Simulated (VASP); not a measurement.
# MgO (Fm-3m) in VASP: single point with LDA

Aim: the single point of MgO with LDA.

Everything below comes from runs of VASP 6.6.1. Logs are shortened: lines on timing, memory, paths and dates and some standing lists are left out, and cuts for length are marked.

## (1) The cell of the first run

The structure is cubic, space group Fm-3m (No. 225). The conventional cell has a = 4.159 Å, b = 4.159 Å, c = 4.159 Å, α = 90.00°, β = 90.00°, γ = 90.00°. Mg (site symmetry m-3m) has 6 O at 2.08 Å within 2.8 Å. O (site symmetry m-3m) has 6 Mg at 2.08 Å within 2.8 Å.

## (2) Single point, LDA

INCAR

```
SYSTEM = MgO
PREC = Accurate ; ENCUT = 840
EDIFF = 1E-6 ; ISMEAR = -1
SIGMA = 0.05 ; LREAL = .FALSE.
LASPH = .TRUE. ; NELM = 120
ALGO = Normal ; ISIF = 2
LWAVE = .FALSE. ; LCHARG = .FALSE.
GGA = CA ; NBANDS = 15
GGA_COMPAT = .FALSE.
```

KPOINTS

```
regular mesh
0
G
  20 20 20
  0 0 0
```

POSCAR

```
MgO
1.0
    0.0000000000      2.0795917026      2.0795917026
    2.0795917026      0.0000000000      2.0795917026
    2.0795917026      2.0795917026      0.0000000000
Mg O
1 1
Direct
    0.0000000000      0.0000000000      0.0000000000
    0.5000000000      0.5000000000      0.5000000000
```

Potentials or basis: VASP PAW LDA potentials, release 64 (Mg_sv, O).

The run is started by

```
$ cat potpaw_LDA.64/Mg_sv/POTCAR potpaw_LDA.64/O/POTCAR > POTCAR
$ mpirun -np 1 vasp_std > vasp.out
```

OUTCAR:

```text
SYSTEM = MgO
   PREC = Accurate
   ENCUT = 840
   EDIFF = 1E-6
   ISMEAR = -1
   LREAL = .FALSE.
   LASPH = .TRUE.
   NELM = 120
   ISIF = 2
   GGA = CA

 ion  position               nearest neighbor table
   1  0.000  0.000  0.000-   2 2.08   2 2.08   2 2.08   2 2.08   2 2.08   2 2.08
   2  0.500  0.500  0.500-   1 2.08   1 2.08   1 2.08   1 2.08   1 2.08   1 2.08

  LATTYP: Found a face centered cubic cell.
 ALAT       =     4.1591834052

  Lattice vectors:

 A1 = (   0.0000000000,   2.0795917026,   2.0795917026)
 A2 = (   2.0795917026,   0.0000000000,   2.0795917026)
 A3 = (   2.0795917026,   2.0795917026,   0.0000000000)

Analysis of symmetry for initial positions (statically):
=====================================================================
 Subroutine PRICEL returns:
 Original cell was already a primitive cell.

 Routine SETGRP: Setting up the symmetry group for a
 face centered cubic supercell.

 Subroutine GETGRP returns: Found 48 space group operations
 (whereof 48 operations were pure point group operations)
 out of a pool of 48 trial point group operations.

The static configuration has the point symmetry O_h .

Analysis of symmetry for dynamics (positions and initial velocities):
=====================================================================
 Subroutine PRICEL returns:
 Original cell was already a primitive cell.

 Routine SETGRP: Setting up the symmetry group for a
 face centered cubic supercell.

 Subroutine GETGRP returns: Found 48 space group operations
 (whereof 48 operations were pure point group operations)
 out of a pool of 48 trial point group operations.

The dynamic configuration has the point symmetry O_h .

 Subroutine INISYM returns: Found 48 space group operations
 (whereof 48 operations are pure point group operations),
 and found     1 'primitive' translations

----------------------------------------------------------------------------------------

                                     Primitive cell

  volume of cell :      17.9872

  direct lattice vectors                    reciprocal lattice vectors
     0.000000000  2.079591703  2.079591703    -0.240431811  0.240431811  0.240431811
     2.079591703  0.000000000  2.079591703     0.240431811 -0.240431811  0.240431811
     2.079591703  2.079591703  0.000000000     0.240431811  0.240431811 -0.240431811

  length of vectors
     2.940986790  2.940986790  2.940986790     0.416440113  0.416440113  0.416440113

  position of ions in fractional coordinates (direct lattice)
     0.000000000  0.000000000  0.000000000
     0.500000000  0.500000000  0.500000000

  ion indices of the primitive-cell ions
   primitive index   ion index
                 1           1
                 2           2

----------------------------------------------------------------------------------------

 KPOINTS: regular mesh

Automatic generation of k-mesh.
 Grid dimensions read from file:
 generate k-points for:   20   20   20

 Generating k-lattice:

  Cartesian coordinates                     Fractional coordinates (reciprocal lattice)
    -0.012021591  0.012021591  0.012021591     0.050000000  0.000000000  0.000000000
     0.012021591 -0.012021591  0.012021591     0.000000000  0.050000000  0.000000000
     0.012021591  0.012021591 -0.012021591     0.000000000  0.000000000  0.050000000

  Length of vectors
     0.020822006  0.020822006  0.020822006

  Shift w.r.t. Gamma in fractional coordinates (k-lattice)
     0.000000000  0.000000000  0.000000000

 Subroutine IBZKPT returns following result:
 ===========================================

 Found    256 irreducible k-points:

 Following reciprocal coordinates:
            Coordinates               Weight
  0.000000  0.000000  0.000000      1.000000
  0.050000  0.000000  0.000000      8.000000
  0.100000  0.000000  0.000000      8.000000
  0.150000  0.000000  0.000000      8.000000
  0.200000  0.000000  0.000000      8.000000
  0.250000  0.000000  0.000000      8.000000
[... 16 lines left out ...]
 -0.400000  0.050000  0.000000     24.000000
 -0.350000  0.050000  0.000000     24.000000
 [... further k-points ...]
   k-points           NKPTS =    256   k-points in BZ     NKDIM =    256   number of bands    NBANDS=     15
   number of dos      NEDOS =    301   number of ions     NIONS =      2
   total plane-waves  NPLWV =  21952
   dimension x,y,z NGX =    28 NGY =   28 NGZ =   28
   dimension x,y,z NGXF=    56 NGYF=   56 NGZF=   56
   ions per type =               1   1
   NGX,Y,Z   is equivalent  to a cutoff of  15.83, 15.83, 15.83 a.u.
   NGXF,Y,Z  is equivalent  to a cutoff of  31.66, 31.66, 31.66 a.u.
 SYSTEM =  MgO
   PREC   = accura    normal or accurate (medium, high low for compatibility)
   ISTART =      0    job   : 0-new  1-cont  2-samecut
   ICHARG =      2    charge: 1-file 2-atom 10-const
   ISPIN  =      1    spin polarized calculation?
   LNONCOLLINEAR =      F non collinear calculations
   LSORBIT =      F    spin-orbit coupling
   LASPH  =      T    aspherical Exc in radial PAW
   ENCUT  =  840.0 eV  61.74 Ry    7.86 a.u.   6.95  6.95  6.95*2*pi/ulx,y,z
   NELM   =    120;   NELMIN=  2; NELMDL= -5     # of ELM steps
   EDIFF  = 0.1E-05   stopping-criterion for ELM
   LREAL  =      F    real-space projection
   EDIFFG = 0.1E-04   stopping-criterion for IOM
   NSW    =      0    number of steps for IOM
   IBRION =     -1    ionic relax: 0-MD 1-quasi-New 2-CG
   NFREE  =      0    steps in history (QN), initial steepest desc. (CG)
   ISIF   =      2    stress and relaxation
   ISYM   =      2    0-nonsym 1-usesym 2-fastsym
   POTIM  = 0.5000    time-step for ionic-motion
   TEBEG  =    0.0;   TEEND  =   0.0 temperature during run
   PSTRESS=    0.0 pullay stress
   NELECT =      16.0000    total number of electrons
   NUPDOWN=      -1.0000    fix difference up-down
   EMIN   =  10.00;   EMAX   =-10.00  energy-range for DOS
   EFERMI =   0.00;   METHOD = LEGACY
   ISMEAR =    -1;   SIGMA  =   0.05  broadening in eV -4-tet -1-fermi 0-gaus
   EFERMI_NEDOS =   21; number of points for ismear=-14 and -15
   IALGO  =     38    algorithm
   IMIX   =      4    mixing-type and parameters
     AMIX     =   0.40;   BMIX     =  1.00
     AMIX_MAG =   1.60;   BMIX_MAG =  1.00
  volume/ion in A,a.u.               =       8.99        60.69
  Fermi-wavevector in a.u.,A,eV,Ry     =   1.574442  2.975265 33.727054  2.478869
  Thomas-Fermi vector in A             =   2.675576
   LORBIT       =      0    0 simple, 1 ext, 2 COOP (PROOUT), +10 PAW based schemes
   GGA     = CA    functional components
   LHFCALC =     F    Hartree Fock is set to
   AEXX    =    0.0000 exact exchange contribution
   IVDW    =     0    specifies the selected vdW correction
   LEPSILON=     F    determine dielectric tensor
   LRPA    =     F    only Hartree local field effects (RPA)
 non-spin polarized calculation
  energy-cutoff  :      840.00
  volume of cell :       17.99
 maximum number of plane-waves:      1010
   NGX = 13   NGY = 13   NGZ = 13

 number of electron      15.9999996 magnetization

 Free energy of the ion-electron system (eV)
  ---------------------------------------------------
  ext. energy  EPLUGINS =         0.00000000
  ---------------------------------------------------
  free energy    TOTEN  =       -13.23333455 eV

  energy without entropy =      -13.23333455  energy(sigma->0) =      -13.23333455

 E-fermi :   4.0759     XC(G=0): -12.1306

 val. band max:        2.8603385299   @ k =   0.0000   0.0000   0.0000
 cond. band min:       7.9055550268   @ k =   0.0000   0.0000   0.0000
 fundamental gap:      5.0452164969
 Fermi energy:         4.0758821260

 k-point     1 :       0.0000    0.0000    0.0000
  band No.  band energies     occupation
      1     -68.3540      2.00000
      2     -35.8104      2.00000
      3     -35.8104      2.00000
      4     -35.8104      2.00000
      5     -14.3255      2.00000
      6       2.8603      2.00000
      7       2.8603      2.00000
      8       2.8603      2.00000
      9       7.9056      0.00000
     10      18.5961      0.00000
     11      18.5961      0.00000
     12      18.5961      0.00000
     13      22.7248      0.00000
     14      24.4047      0.00000
     15      24.4047      0.00000

 k-point     2 :       0.0500    0.0000    0.0000
  band No.  band energies     occupation
      1     -68.3536      2.00000
      2     -35.8130      2.00000
      3     -35.8106      2.00000
      4     -35.8106      2.00000
      5     -14.2949      2.00000
      6       2.6768      2.00000
      7       2.8412      2.00000
      8       2.8412      2.00000
      9       8.0782      0.00000
     10      18.1868      0.00000
     11      18.6628      0.00000
     12      18.6628      0.00000
     13      23.2715      0.00000
     14      24.1797      0.00000
     15      24.1797      0.00000

 k-point     3 :       0.1000    0.0000    0.0000
  band No.  band energies     occupation
      1     -68.3529      2.00000
      2     -35.8207      2.00000
      3     -35.8114      2.00000
      4     -35.8114      2.00000
      5     -14.2047      2.00000
      6       2.1949      2.00000
      7       2.7863      2.00000
      8       2.7863      2.00000
      9       8.5236      0.00000
     10      17.3611      0.00000
     11      18.8500      0.00000
     12      18.8500      0.00000
     13      23.7142      0.00000
     14      23.7142      0.00000
     15      24.4188      0.00000
[... 343 lines left out ...]
 k-point    23 :      -0.4000    0.0500    0.0000
  band No.  band energies     occupation
      1     -68.3434      2.00000
      2     -35.9089      2.00000
      3     -35.8228      2.00000
      4     -35.8199      2.00000
      5     -12.9474      2.00000
      6      -1.6986      2.00000
      7       2.0691      2.00000
      8       2.1976      2.00000
      9      10.9571      0.00000
     10      15.5116      0.00000
     11      19.0274      0.00000
     12      19.4064      0.00000
     13      24.5848      0.00000
     14      24.6098      0.00000
     15      25.1446      0.00000

 k-point    24 :      -0.3500    0.0500    0.0000
  band No.  band energies     occupation
      1     -68.3445      2.00000
      2     -35.8988      2.00000
      3     -35.8221      2.00000
      4     -35.8185      2.00000
      5     -13.1143      2.00000
      6      -1.3049      2.00000
      7       2.1265      2.00000
      8       2.2744      2.00000
      9      10.9041      0.00000
     10      15.3346      0.00000
     11      19.1449      0.00000
     12      19.5210      0.00000
     13      23.8220      0.00000
     14      24.6249      0.00000
     15      24.8734      0.00000

 [... further k-points ...]

------------------------ aborting loop because EDIFF is reached ----------------------------------------

  FORCE on cell =-STRESS in cart. coord.  units (eV):
  Direction    XX          YY          ZZ          XY          YZ          ZX
  --------------------------------------------------------------------------------------
  -------------------------------------------------------------------------------------
  Total        0.0695705      0.0695705      0.0695705      0.0000000      0.0000000      0.0000000
  in kB        6.1968545      6.1968545      6.1968545      0.0000000      0.0000000      0.0000000
  external PRESSURE =       6.1968545 kB  Pullay stress =       0.0000000 kB

 VOLUME and BASIS-vectors are now :
 -----------------------------------------------------------------------------
  energy-cutoff  :      840.00
  volume of cell :       17.99
      direct lattice vectors                 reciprocal lattice vectors
     0.000000000  2.079591703  2.079591703    -0.240431811  0.240431811  0.240431811
     2.079591703  0.000000000  2.079591703     0.240431811 -0.240431811  0.240431811
     2.079591703  2.079591703  0.000000000     0.240431811  0.240431811 -0.240431811

 POSITION                                       TOTAL-FORCE (eV/Angst)
 -----------------------------------------------------------------------------------
      0.00000      0.00000      0.00000         0.000000      0.000000     -0.000000
      2.07959      2.07959      2.07959        -0.000000     -0.000000      0.000000
 -----------------------------------------------------------------------------------
    total drift:                                0.000000      0.000000      0.000000

  FREE ENERGIE OF THE ION-ELECTRON SYSTEM (eV)
  ---------------------------------------------------
  free  energy   TOTEN  =       -13.2333345486 eV

  energy  without entropy=      -13.2333345486  energy(sigma->0) =      -13.23333455
```

Run time: 85 s. Hardware: 1 thread of Intel Xeon Platinum 8375C at 2.90GHz (Ice Lake), shared host; peak memory 0.24 GiB.

Results:

* Free energy: -13.2333 eV
* Pressure: 0.6 GPa
* Band gap on the k mesh: 5.05 eV
